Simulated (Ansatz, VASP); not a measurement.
## WC in VASP and in Ansatz

The input INCAR:

```
SYSTEM = WC
  PREC = Accurate
  ENCUT = 520
  EDIFF = 1E-7
  ISMEAR = 0
  SIGMA = 0.15
  LREAL = .False.
  LASPH = .True.
  NELM = 100
  ALGO = Normal
  ISIF = 2
  LWAVE = .False.
  LCHARG = .False.
  GGA = PE
  NBANDS = 16
```

Contents of KPOINTS:

```
Automatic mesh
0
Gamma
  24 24 22
  0 0 0
```

POSCAR

```
WC
1.0
    2.8049007855      0.0000000000      0.0000000000
   -1.4024503928      2.4291153353      0.0000000000
    0.0000000000      0.0000000000      2.8470758817
W C
1 1
Direct
    0.0000000000      0.0000000000      0.0000000000
    0.6666666667      0.3333333333      0.5000000000
```

Input for Ansatz:

```yaml
crystal:
  lattice:
    - [2.8049007855, 0.0, 0.0]
    - [-1.4024503928, 2.4291153353, 0.0]
    - [0.0, 0.0, 2.8470758817]
  atoms:
    - { symbol: W, position: [0.0, 0.0, 0.0] }
    - { symbol: C, position: [0.6666666667, 0.3333333333, 0.5] }
basis:
  ecutwfc: 420
kpoints:
  mp_grid: { grid: [24, 24, 22] }
hamiltonian:
  xc: pbe
scf:
  occupations: { method: gaussian, width: 0.15 }
output:
  forces: true
  stress: true
  eigenvalues: true
```

Change from the starting cell: strain -0.040 along x and y, +0.000 along z, atoms carried along.

Alike in both runs: task single point; functional PBE; k mesh 24 × 24 × 22; occupations gaussian, width 0.15 eV; no spin polarisation.

```csv
,VASP,Ansatz
version,VASP 6.6.1,Ansatz 0.2.0
potentials or method,"VASP PAW PBE potentials, release 64 (W_sv, C), cutoff 520 eV","scalar-relativistic, plane waves, PAW"
valence electrons in the cell,18,18
```

```csv
,VASP,Ansatz,Ansatz less VASP
gap on the k mesh at the Fermi level (eV),none,none,-
pressure (GPa),37.6,36.0,-1.55
"traceless stress, the component that is largest in VASP (GPa)",-18.99,-19.16,-0.166
```

A gap of «none» marks a metal or a gap that the smearing closes. Both programs put the cell under a high pressure, so it lies far from rest at this level. With one functional, cell and mesh, what is left measures potentials, basis and numerics.

Spin-orbit coupling is off throughout.
